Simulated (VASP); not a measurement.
Runs of VASP 6.6.1 on NiSb. The structure is that of space group P6_3/mmc (No. 194), or close to it. The cells are those of the table. 

| level | cell | gap on the mesh (eV) | pressure (GPa) | moment (μB) |
| --- | --- | --- | --- | --- |
| revPBE+D4 | a = 3.937, b = 3.937, c = 5.148 Å, angles 90.0, 90.0, 120.0°, 4 atoms | none | (a) | 0.00 |
| revPBE+D4 | a = 3.932, b = 3.932, c = 5.148 Å, angles 90.0, 90.0, 120.0°, 4 atoms | none | -2.4 | 0.00 |
| revPBE | a = 3.945, b = 3.945, c = 5.127 Å, angles 90.0, 90.0, 120.0°, 4 atoms | none | 4.5 | 0.00 |
| RPBE | a = 3.945, b = 3.945, c = 5.127 Å, angles 90.0, 90.0, 120.0°, 4 atoms | none | 5.3 | 0.00 |

Alike in all rows: task single point; potentials or basis VASP PAW PBE potentials, release 64 (Ni, Sb); spin collinear, ferromagnetic start; k mesh 8 × 8 × 6; cutoff (eV) 520; smearing gaussian 0.05 eV.

**Question.** Estimate the missing entries.

**Answer.** (a) -2.6.

Caveats: the PAW data sets were made with another functional, which shifts forces and pressure a little; spin-orbit coupling is left out, which moves the levels of the heavy elements; pairwise dispersion overbinds metals, which lowers pressure and volume (some runs).

A k mesh can miss the band edges, and the runs leave out spin-orbit coupling on Sb.

A gap of «none» marks levels without a gap at the run's occupations.
